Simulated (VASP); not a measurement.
# Ge (Cmcm) in VASP: a series of runs

Aim: see how the results for Ge move with the level of theory and the settings. Levels: PBE, r2SCAN+rVV10. Tasks: single point.

All numbers are computed with VASP 6.6.1; they aren't measurements. Logs are shortened: lines on timing, memory, paths and dates and some standing lists are left out, and cuts for length are marked.

## Step 1: The cell of the first run

Symmetry: Cmcm, No. 63, orthorhombic system. Conventional cell: a = 2.976 Å, b = 5.189 Å, c = 4.728 Å, α = 90.00°, β = 90.00°, γ = 90.00°. Within 3.9 Å of Ge (site symmetry m2m) lie 12 Ge at 2.92 to 2.99 Å.

## Step 2: Single point, PBE

INCAR

```
SYSTEM = Ge
  ALGO = Normal
  EDIFF = 1E-6
  ENCUT = 500
  GGA = PE
  GGA_COMPAT = .FALSE.
  ISIF = 2
  ISMEAR = 0
  LASPH = .TRUE.
  LCHARG = .FALSE.
  LREAL = .FALSE.
  LWAVE = .FALSE.
  NBANDS = 21
  NELM = 120
  PREC = Accurate
  SIGMA = 0.05
```

KPOINTS

```
k-points
0
G
  10 10 6
  0 0 0
```

POSCAR

```
Ge
1.0
    1.4880529250     -2.5946896100      0.0000000000
    1.4880529250      2.5946896100      0.0000000000
    0.0000000000      0.0000000000      4.7275957900
Ge
2
Direct
    0.3334466300      0.6665533700      0.2500000000
    0.6665533700      0.3334466300      0.7500000000
```

Potentials or basis: VASP PAW PBE potentials, release 64 (Ge_d).

Command:

```bash
$ cat potpaw_PBE.64/Ge_d/POTCAR > POTCAR
$ mpirun -np 1 vasp_std > vasp.out
```

OUTCAR:

```text
SYSTEM = Ge
   EDIFF = 1E-6
   ENCUT = 500
   GGA = PE
   ISIF = 2
   ISMEAR = 0
   LASPH = .TRUE.
   LREAL = .FALSE.
   NELM = 120
   PREC = Accurate

 ion  position               nearest neighbor table
   1  0.333  0.667  0.250-
   2  0.667  0.333  0.750-

  LATTYP: Found a base centered orthorhombic cell.
 ALAT       =     2.9761058500
 B/A-ratio  =     1.7436809984
 C/A-ratio  =     1.5885173540

  Lattice vectors:

 A1 = (   1.4880529250,  -2.5946896100,   0.0000000000)
 A2 = (   1.4880529250,   2.5946896100,   0.0000000000)
 A3 = (   0.0000000000,   0.0000000000,   4.7275957900)

Analysis of symmetry for initial positions (statically):
=====================================================================
 Subroutine PRICEL returns:
 Original cell was already a primitive cell.

 Routine SETGRP: Setting up the symmetry group for a
 base centered orthorhombic supercell.

 Subroutine GETGRP returns: Found  8 space group operations
 (whereof  4 operations were pure point group operations)
 out of a pool of  8 trial point group operations.

The static configuration has the point symmetry C_2h.
 The point group associated with its full space group is D_2h.

Analysis of symmetry for dynamics (positions and initial velocities):
=====================================================================
 Subroutine PRICEL returns:
 Original cell was already a primitive cell.

 Routine SETGRP: Setting up the symmetry group for a
 base centered orthorhombic supercell.

 Subroutine GETGRP returns: Found  8 space group operations
 (whereof  4 operations were pure point group operations)
 out of a pool of  8 trial point group operations.

The dynamic configuration has the point symmetry C_2h.
 The point group associated with its full space group is D_2h.

 Subroutine INISYM returns: Found  8 space group operations
 (whereof  4 operations are pure point group operations),
 and found     1 'primitive' translations

----------------------------------------------------------------------------------------

                                     Primitive cell

  volume of cell :      36.5068

  direct lattice vectors                    reciprocal lattice vectors
     1.488052925 -2.594689610  0.000000000     0.336009554 -0.192701277  0.000000000
     1.488052925  2.594689610  0.000000000     0.336009554  0.192701277  0.000000000
     0.000000000  0.000000000  4.727595790     0.000000000  0.000000000  0.211524006

[... 74 lines left out ...]
   PREC   = accura    normal or accurate (medium, high low for compatibility)
   ISTART =      0    job   : 0-new  1-cont  2-samecut
   ICHARG =      2    charge: 1-file 2-atom 10-const
   ISPIN  =      1    spin polarized calculation?
   LNONCOLLINEAR =      F non collinear calculations
   LSORBIT =      F    spin-orbit coupling
   LASPH  =      T    aspherical Exc in radial PAW
   ENCUT  =  500.0 eV  36.75 Ry    6.06 a.u.   5.45  5.45  8.62*2*pi/ulx,y,z
   NELM   =    120;   NELMIN=  2; NELMDL= -5     # of ELM steps
   EDIFF  = 0.1E-05   stopping-criterion for ELM
   LREAL  =      F    real-space projection
   EDIFFG = 0.1E-04   stopping-criterion for IOM
   NSW    =      0    number of steps for IOM
   IBRION =     -1    ionic relax: 0-MD 1-quasi-New 2-CG
   NFREE  =      0    steps in history (QN), initial steepest desc. (CG)
   ISIF   =      2    stress and relaxation
   ISYM   =      2    0-nonsym 1-usesym 2-fastsym
   POTIM  = 0.5000    time-step for ionic-motion
   TEBEG  =    0.0;   TEEND  =   0.0 temperature during run
   PSTRESS=    0.0 pullay stress
   NELECT =      28.0000    total number of electrons
   NUPDOWN=      -1.0000    fix difference up-down
   EMIN   =  10.00;   EMAX   =-10.00  energy-range for DOS
   EFERMI =   0.00;   METHOD = LEGACY
   ISMEAR =     0;   SIGMA  =   0.05  broadening in eV -4-tet -1-fermi 0-gaus
   EFERMI_NEDOS =   21; number of points for ismear=-14 and -15
   IALGO  =     38    algorithm
   IMIX   =      4    mixing-type and parameters
     AMIX     =   0.40;   BMIX     =  1.00
     AMIX_MAG =   1.60;   BMIX_MAG =  1.00
  volume/ion in A,a.u.               =      18.25       123.18
  Fermi-wavevector in a.u.,A,eV,Ry     =   1.498544  2.831837 30.553703  2.245634
  Thomas-Fermi vector in A             =   2.610289
   LORBIT       =      0    0 simple, 1 ext, 2 COOP (PROOUT), +10 PAW based schemes
   GGA     = PE    functional components
   LHFCALC =     F    Hartree Fock is set to
   AEXX    =    0.0000 exact exchange contribution
   IVDW    =     0    specifies the selected vdW correction
   LEPSILON=     F    determine dielectric tensor
   LRPA    =     F    only Hartree local field effects (RPA)
 non-spin polarized calculation
 Gauss-broadening in eV      SIGMA  =   0.05
  energy-cutoff  :      500.00
  volume of cell :       36.51
 maximum number of plane-waves:       957
 NGX is ok and might be reduce to    24
   NGX = 11   NGY = 11   NGZ = 17

 number of electron      28.0000012 magnetization

 Free energy of the ion-electron system (eV)
  ---------------------------------------------------
  ext. energy  EPLUGINS =         0.00000000
  ---------------------------------------------------
  free energy    TOTEN  =        -8.36107557 eV

  energy without entropy =       -8.35893860  energy(sigma->0) =       -8.36000709

 E-fermi :   7.0499     XC(G=0): -11.4667

 val. band max:        7.0319936978   @ k =   0.5000   0.3000   0.1667
 cond. band min:       7.0614693248   @ k =   0.3000   0.2000   0.5000
 fundamental gap:      0.0294756271
 Fermi energy:         7.0498512105

 k-point     1 :       0.0000    0.0000    0.0000
  band No.  band energies     occupation
      1     -17.5987      2.00000
      2     -17.5885      2.00000
      3     -17.5863      2.00000
      4     -17.5848      2.00000
      5     -17.5793      2.00000
      6     -17.5761      2.00000
[... 565 lines left out ...]
     20      22.7549      0.00000
     21      23.3493      0.00000

 [... further k-points ...]
[... 5 lines left out ...]
  --------------------------------------------------------------------------------------
  -------------------------------------------------------------------------------------
  Total        0.7230366      0.9145658      1.2980727      0.0000000      0.0000000      0.0000000
  in kB       31.7319479     40.1376008     56.9685906      0.0000000      0.0000000      0.0000000
  external PRESSURE =      42.9460464 kB  Pullay stress =       0.0000000 kB

 VOLUME and BASIS-vectors are now :
 -----------------------------------------------------------------------------
  energy-cutoff  :      500.00
  volume of cell :       36.51
      direct lattice vectors                 reciprocal lattice vectors
     1.488052925 -2.594689610  0.000000000     0.336009554 -0.192701277  0.000000000
     1.488052925  2.594689610  0.000000000     0.336009554  0.192701277  0.000000000
     0.000000000  0.000000000  4.727595790     0.000000000  0.000000000  0.211524006

 POSITION                                       TOTAL-FORCE (eV/Angst)
 -----------------------------------------------------------------------------------
      1.48805      0.86431      1.18190         0.000000      0.002891      0.000000
      1.48805     -0.86431      3.54570         0.000000     -0.002891      0.000000
 -----------------------------------------------------------------------------------
    total drift:                                0.000000     -0.000000      0.000000

  FREE ENERGIE OF THE ION-ELECTRON SYSTEM (eV)
  ---------------------------------------------------
  free  energy   TOTEN  =        -8.3610755691 eV

  energy  without entropy=       -8.3589386038  energy(sigma->0) =       -8.36000709
```

OSZICAR:

```text
N       E                     dE             d eps       ncg     rms          rms(c)
DAV:   1     0.171743333260E+03    0.17174E+03   -0.13934E+04  6020   0.375E+03
DAV:   2     0.141118799940E+02   -0.15763E+03   -0.15238E+03  5273   0.572E+02
DAV:   3    -0.779690806359E+01   -0.21909E+02   -0.21694E+02  5848   0.129E+02
DAV:   4    -0.838241250962E+01   -0.58550E+00   -0.58496E+00  5882   0.244E+01
DAV:   5    -0.839088848194E+01   -0.84760E-02   -0.84757E-02  5912   0.317E+00    0.166E+00
DAV:   6    -0.837061771890E+01    0.20271E-01   -0.17611E-02  7127   0.209E+00    0.913E-01
DAV:   7    -0.836137511345E+01    0.92426E-02   -0.11452E-02  7070   0.137E+00    0.778E-02
DAV:   8    -0.836106363733E+01    0.31148E-03   -0.10080E-03  6123   0.570E-01    0.275E-02
DAV:   9    -0.836107354052E+01   -0.99032E-05   -0.23556E-05  5878   0.542E-02    0.824E-03
DAV:  10    -0.836107586806E+01   -0.23275E-05   -0.93142E-07  4145   0.819E-03    0.406E-04
DAV:  11    -0.836107556914E+01    0.29892E-06   -0.19226E-07  3239   0.661E-03
   1 F= -.83610756E+01 E0= -.83600071E+01  d E =-.213697E-02
```

It took 47 s on 1 thread of AMD EPYC 7R13 (Zen 3), shared host; peak memory 0.17 GiB.

Results:

```yaml
Free_energy: -8.3611 eV
Pressure: 4.3 GPa
Band_gap_on_the_k_mesh: zero (band 14 reaches 13.82 eV, above the bottom of band 15 at 4.85 eV)
```

Forces in eV/Å, atoms in the order of the input:
```
Ge   0.000  0.003  0.000
Ge   0.000 -0.003  0.000
```

Levels at points of the mesh, in eV from the Fermi level:
| k point | band 11 | band 12 | band 13 | band 14 | band 15 | band 16 | band 17 | band 18 |
| --- | --- | --- | --- | --- | --- | --- | --- | --- |
| (0.00, 0.00, 0.00) | -13.35 | -7.46 | -5.52 | 6.63 | 6.74 | 8.71 | 8.83 | 10.13 |
| (0.50, 0.00, 0.00) | -8.42 | -7.09 | -2.25 | -1.24 | -0.87 | 1.45 | 2.46 | 6.45 |
| (0.50, 0.50, 0.00) | -8.49 | -7.13 | -2.29 | -1.27 | -0.93 | 1.42 | 2.61 | 6.59 |
| (0.00, 0.00, 0.50) | -11.68 | -11.68 | 1.90 | 1.90 | 7.77 | 7.77 | 7.88 | 7.88 |
| (0.50, 0.00, 0.50) | -6.97 | -6.97 | -4.92 | -4.92 | 4.12 | 4.12 | 5.09 | 5.09 |
| (0.50, 0.50, 0.50) | -7.05 | -7.05 | -4.94 | -4.94 | 4.27 | 4.27 | 5.11 | 5.11 |

## Step 3: Single point, r2SCAN+rVV10

POSCAR is that of step 2.

INCAR.step1

```
ALGO = Normal
EDIFF = 1E-5
ENCUT = 550
GGA = PE
GGA_COMPAT = F
ISMEAR = -5
LASPH = T
LCHARG = F
LREAL = F
LWAVE = T
NBANDS = 21
NELM = 120
PREC = Accurate
SIGMA = 0.05
```

INCAR.step2

```
ALGO = Normal
BPARAM = 11.95
CPARAM = 0.0093
EDIFF = 1E-6
ENCUT = 550
GGA_COMPAT = F
ISIF = 2
ISMEAR = -5
ISTART = 1
IVDW_NL = 2
LASPH = T
LCHARG = T
LELF = T
LMIXTAU = T
LREAL = F
LUSE_VDW = T
LVHAR = T
LWAVE = F
METAGGA = R2SCAN
NBANDS = 21
NELM = 120
PREC = Accurate
SIGMA = 0.05
```

KPOINTS

```
k-points
0
Gamma
  10 10 6
```

Potentials or basis: VASP PAW PBE potentials, release 64 (Ge_d).

Command:

```bash
$ cat potpaw_PBE.64/Ge_d/POTCAR > POTCAR
$ cp INCAR.step1 INCAR
$ mpirun -np 1 vasp_std > vasp.out
$ cp INCAR.step2 INCAR
$ mpirun -np 1 vasp_std > vasp.out
```

It took 4.2 min on 1 thread of AMD EPYC 7R13 (Zen 3), shared host; peak memory 0.28 GiB.

Results (log left out):

```yaml
Free_energy: -25.8569 eV
Pressure: 1.0 GPa
Largest_force: 0.003 eV/Å
Band_gap_on_the_k_mesh: zero (band 14 reaches 14.05 eV, above the bottom of band 15 at 4.57 eV)
```

Forces on the atoms (eV/Å):
```
Ge   0.000 -0.003  0.000
Ge   0.000  0.003  0.000
```

Stress tensor (GPa, compression positive):
```
 0.15  0.00  0.00
 0.00 -0.18  0.00
 0.00  0.00  2.92
```

Levels at points of the mesh, in eV from the Fermi level:
```csv
k point,band 11,band 12,band 13,band 14,band 15,band 16,band 17,band 18
"(0.00, 0.00, 0.00)",-14.24,-7.95,-6.02,6.81,6.93,9.02,9.15,10.56
"(0.50, 0.00, 0.00)",-9.00,-7.60,-2.43,-1.52,-1.16,1.41,2.38,6.69
"(0.50, 0.50, 0.00)",-9.08,-7.64,-2.47,-1.55,-1.23,1.37,2.54,6.83
"(0.00, 0.00, 0.50)",-12.46,-12.46,1.86,1.86,8.03,8.03,8.15,8.15
"(0.50, 0.00, 0.50)",-7.43,-7.43,-5.40,-5.40,4.14,4.14,5.21,5.21
"(0.50, 0.50, 0.50)",-7.51,-7.51,-5.42,-5.42,4.31,4.31,5.23,5.23
```

Caveat: the PAW data sets were made with another functional, which shifts forces and pressure a little; tetrahedron occupations give inexact forces and stress in metals.
